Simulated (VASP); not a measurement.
Input of a VASP 6.6.1 run:

File INCAR:

```
SYSTEM = TiTe2
ALGO = Normal
EDIFF = 1E-7
EDIFFG = -0.01
ENCUT = 600
GGA = PE
IBRION = 2
ISIF = 4
ISMEAR = 0
LASPH = .TRUE.
LCHARG = .FALSE.
LREAL = .FALSE.
LWAVE = .FALSE.
NELM = 80
NSW = 50
PREC = Accurate
SIGMA = 0.1
```

File KPOINTS:

```
k-points
0
G
  12 12 8
  0 0 0
```

The input POSCAR:

```
TiTe2
1.0
    3.7189214162      0.0000000000      0.0000000000
   -1.8594607081      3.2206804211      0.0000000000
    0.0000000000      0.0000000000      6.6601370258
Ti Te
1 2
Direct
    0.0000000000      0.0000000000      0.0000000000
    0.6666666667      0.3333333333      0.2571007407
    0.3333333333      0.6666666667      0.7428992593
```

Potentials or basis: VASP PAW PBE potentials, release 64 (Ti_sv, Te).

Launch:

```sh
$ cat potpaw_PBE.64/Ti_sv/POTCAR potpaw_PBE.64/Te/POTCAR > POTCAR
$ mpirun -np 1 vasp_std > vasp.out
```

Task: Predict the band gap on the k mesh.

Result: Zero (band 12 reaches 7.32 eV, above the bottom of band 13 at 6.58 eV).

Final structure:
```cif
data_structure
_symmetry_space_group_name_H-M 'P 1'
_symmetry_Int_Tables_number 1
_cell_length_a 3.7421
_cell_length_b 3.7421
_cell_length_c 6.5779
_cell_angle_alpha 90.000
_cell_angle_beta 90.000
_cell_angle_gamma 120.000
_cell_volume 79.77
loop_
_atom_site_label
_atom_site_type_symbol
_atom_site_fract_x
_atom_site_fract_y
_atom_site_fract_z
_atom_site_occupancy
Ti1 Ti 0.00000 0.00000 0.00000 1
Te1 Te 0.66667 0.33333 0.26295 1
Te2 Te 0.33333 0.66667 0.73705 1
```

Caveat: spin-orbit coupling is left out, which moves the levels of the heavy elements.
